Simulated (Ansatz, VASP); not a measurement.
Two plane-wave programs on BaTiO3

```
Ba Ti O
1.0
     3.96557    0.00000    0.00000
     0.00000    2.82272    2.87382
     0.00000   -2.82272    2.87382
Ba Ti O
1 1 3
Direct
  0.00000 0.00000 0.00000
  0.50000 0.51240 0.51240
  0.00000 0.48740 0.48740
  0.50000 0.50524 0.99184
  0.50000 0.99184 0.50524
```

Alike in both runs: task single point; functional PBEsol; k mesh 6 × 6 × 6; occupations gaussian, width 0.02 eV; no spin polarisation.

|  | VASP | Ansatz |
| --- | --- | --- |
| version | VASP 6.6.1 | Ansatz 0.2.0 |
| potentials or method | VASP PAW PBE potentials, release 64 (Ba_sv, Ti_sv, O), cutoff 520 eV | plane waves, PAW |
| valence electrons in the cell | 40 | 40 |

VASP gave:

| Quantity | Value |
| --- | --- |
| pressure (GPa) | -2.1 |
| traceless stress, the component that is largest in VASP (GPa) | -2.64 |

Which values does Ansatz return?

Pressure (GPa): -3.9; traceless stress, the component that is largest in VASP (GPa): -2.58.

VASP's potentials were made for PBE, not for PBEsol.

Neither program's run includes spin-orbit coupling.
